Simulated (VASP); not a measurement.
# C (Fd-3m) in VASP: a series of runs, part 2 of 2

VASP 6.6.1. The steps go on from the part before.

## (4) Single point, r2SCAN

Input file POSCAR:

```
C
1.0
    0.0000000000      1.7800198126      1.7800198126
    1.7800198126      0.0000000000      1.7800198126
    1.7800198126      1.7800198126      0.0000000000
C
2
Direct
    0.0000000000      0.0000000000      0.0000000000
    0.2500000000      0.2500000000      0.2500000000
```

Input file INCAR.step1:

```
PREC = Accurate ; ENCUT = 910
ISMEAR = 0 ; SIGMA = 0.01
LREAL = F ; LASPH = T
NELM = 120 ; NBANDS = 11
GGA = PE ; ALGO = Normal
EDIFF = 1E-5 ; LWAVE = T
LCHARG = F ; GGA_COMPAT = F
```

Input file INCAR.step2:

```
PREC = Accurate ; ENCUT = 910
EDIFF = 1E-6 ; ISMEAR = 0
SIGMA = 0.01 ; LREAL = F
LASPH = T ; NELM = 120
ALGO = Normal ; ISIF = 2
LWAVE = F ; LCHARG = F
METAGGA = R2SCAN ; LMIXTAU = T
NBANDS = 11 ; ISTART = 1
GGA_COMPAT = F
```

Input file KPOINTS:

```
regular mesh
0
Gamma
  12 12 12
```

Potentials or basis: VASP PAW PBE potentials, release 64 (C_h).

Command:

```bash
> cat potpaw_PBE.64/C_h/POTCAR > POTCAR
> cp INCAR.step1 INCAR
> mpirun -np 1 vasp_std > vasp.out
> cp INCAR.step2 INCAR
> mpirun -np 1 vasp_std > vasp.out
```

OUTCAR:

```text
PREC = Accurate
   ENCUT = 910
   EDIFF = 1E-6
   ISMEAR = 0
   LREAL = F
   LASPH = T
   NELM = 120
   ISIF = 2
   METAGGA = R2SCAN
   ISTART = 1

 ion  position               nearest neighbor table
   1  0.000  0.000  0.000-
   2  0.250  0.250  0.250-

  LATTYP: Found a face centered cubic cell.
 ALAT       =     3.5600396252

  Lattice vectors:

 A1 = (   0.0000000000,   1.7800198126,   1.7800198126)
 A2 = (   1.7800198126,   0.0000000000,   1.7800198126)
 A3 = (   1.7800198126,   1.7800198126,   0.0000000000)

Analysis of symmetry for initial positions (statically):
=====================================================================
 Subroutine PRICEL returns:
 Original cell was already a primitive cell.

 Routine SETGRP: Setting up the symmetry group for a
 face centered cubic supercell.

 Subroutine GETGRP returns: Found 48 space group operations
 (whereof 24 operations were pure point group operations)
 out of a pool of 48 trial point group operations.

The static configuration has the point symmetry T_d .
 The point group associated with its full space group is O_h .

[... 165 lines left out ...]
 cond. band min:      15.3849849856   @ k =   0.3333   0.3333   0.0000
 fundamental gap:      4.3879563238
 Fermi energy:        11.1652684777

 k-point     1 :       0.0000    0.0000    0.0000
  band No.  band energies     occupation
      1     -11.7500      2.00000
      2      10.9970      2.00000
      3      10.9970      2.00000
      4      10.9970      2.00000
      5      16.8920      0.00000
      6      16.8920      0.00000
      7      16.8920      0.00000
      8      24.9856      0.00000
      9      31.4748      0.00000
     10      38.4127      0.00000
     11      38.4127      0.00000
[... 309 lines left out ...]
 k-point    24 :      -0.4167    0.1667    0.0000
  band No.  band energies     occupation
      1      -5.3260      2.00000
      2      -2.2308      2.00000
      3       5.1715      2.00000
      4       7.1827      2.00000
      5      18.9569      0.00000
      6      21.8360      0.00000
      7      22.8139      0.00000
      8      27.4906      0.00000
      9      31.6158      0.00000
     10      36.3191      0.00000
     11      37.1213      0.00000

 [... further k-points ...]
[... 5 lines left out ...]
  --------------------------------------------------------------------------------------
  -------------------------------------------------------------------------------------
  Total       -0.0530052     -0.0530052     -0.0530052     -0.0000000      0.0000000     -0.0000000
  in kB       -7.5287849     -7.5287849     -7.5287849     -0.0000000      0.0000000     -0.0000000
  external PRESSURE =      -7.5287849 kB  Pullay stress =       0.0000000 kB

 VOLUME and BASIS-vectors are now :
 -----------------------------------------------------------------------------
  energy-cutoff  :      910.00
  volume of cell :       11.28
      direct lattice vectors                 reciprocal lattice vectors
     0.000000000  1.780019813  1.780019813    -0.280895750  0.280895750  0.280895750
     1.780019813  0.000000000  1.780019813     0.280895750 -0.280895750  0.280895750
     1.780019813  1.780019813  0.000000000     0.280895750  0.280895750 -0.280895750

 POSITION                                       TOTAL-FORCE (eV/Angst)
 -----------------------------------------------------------------------------------
      0.00000      0.00000      0.00000         0.000000      0.000000      0.000000
      0.89001      0.89001      0.89001         0.000000     -0.000000      0.000000
 -----------------------------------------------------------------------------------
    total drift:                                0.000000      0.000000      0.000000

  FREE ENERGIE OF THE ION-ELECTRON SYSTEM (eV)
  ---------------------------------------------------
  free  energy   TOTEN  =       -19.7195111314 eV

  energy  without entropy=      -19.7195111314  energy(sigma->0) =      -19.71951113
```

OSZICAR.step1:

```text
N       E                     dE             d eps       ncg     rms          rms(c)
DAV:   1     0.123283216109E+02    0.12328E+02   -0.67916E+03  1584   0.112E+03
DAV:   2    -0.178382456280E+02   -0.30167E+02   -0.28781E+02  2227   0.165E+02
DAV:   3    -0.188386587219E+02   -0.10004E+01   -0.99677E+00  1938   0.252E+01
DAV:   4    -0.188415964709E+02   -0.29377E-02   -0.29375E-02  1716   0.142E+00
DAV:   5    -0.188415998869E+02   -0.34160E-05   -0.34159E-05  1862   0.509E-02    0.482E+00
DAV:   6    -0.183701451679E+02    0.47145E+00   -0.24195E-01  1650   0.350E+00    0.265E+00
DAV:   7    -0.182102362137E+02    0.15991E+00   -0.29931E-01  1715   0.390E+00    0.357E-01
DAV:   8    -0.182121381523E+02   -0.19019E-02   -0.85649E-03  1677   0.832E-01    0.414E-02
DAV:   9    -0.182121853888E+02   -0.47237E-04   -0.60498E-05  1912   0.686E-02    0.187E-02
DAV:  10    -0.182122031431E+02   -0.17754E-04   -0.14584E-05  1722   0.341E-02    0.250E-03
DAV:  11    -0.182122030032E+02    0.13993E-06   -0.25685E-07   822   0.515E-03
   1 F= -.18212203E+02 E0= -.18212203E+02  d E =-.771036E-39
```

It took 46 s on 1 thread of Intel Xeon Platinum 8559C (Emerald Rapids), shared host; peak memory 0.15 GiB.

What came out:

```
Free energy            : -19.7195 eV
Pressure               : -0.8 GPa
Band gap on the k mesh : 4.39 eV, indirect (least direct gap 5.89 eV)
```

Levels at points of the mesh, in eV from the valence-band top:
| k point | band 2 | band 3 | band 4 | band 5 | band 6 | band 7 |
| --- | --- | --- | --- | --- | --- | --- |
| (0.00, 0.00, 0.00) | 0.00 | 0.00 | 0.00 | 5.89 | 5.89 | 5.89 |
| (0.50, 0.00, 0.00) | -14.09 | -2.98 | -2.98 | 8.94 | 8.94 | 9.23 |
| (0.50, 0.50, 0.00) | -13.61 | -6.68 | -6.68 | 5.04 | 5.04 | 18.01 |

Caveat: the cutoff is under 1.25 times the usual one of these potentials, so pressure, stress and relaxed cells hold a basis-set (Pulay) error; the PAW data sets were made with another functional, which shifts forces and pressure a little.

## (5) Overview

| task | potentials or basis | cell | cutoff (eV) | second run | gap on the mesh (eV) | pressure (GPa) |
| --- | --- | --- | --- | --- | --- | --- |
| single point | VASP PAW PBE potentials, release 64 (C) | a = 2.517 Å, angles 60.0°, 2 atoms | 520 | - | 4.36 | 1.2 |
| relaxation of cell and atoms | VASP PAW PBE potentials, release 64 (C) | relaxed from a = 2.522 Å, angles 60.0°, 2 atoms | 600 | - | 4.35 | 0.0 |
| single point | VASP PAW PBE potentials, release 64 (C_h) | a = 2.517 Å, angles 60.0°, 2 atoms | 910 | hard_potentials | 4.39 | -0.8 |

Alike in all rows: level r2SCAN; no spin polarisation; k mesh 12 × 12 × 12; smearing gaussian 0.01 eV.

Caveats: the PAW data sets were made with another functional, which shifts forces and pressure a little; the cutoff is under 1.25 times the usual one of these potentials, so pressure, stress and relaxed cells hold a basis-set (Pulay) error (some runs).

Absolute energies hang on the potentials; compare differences alone.
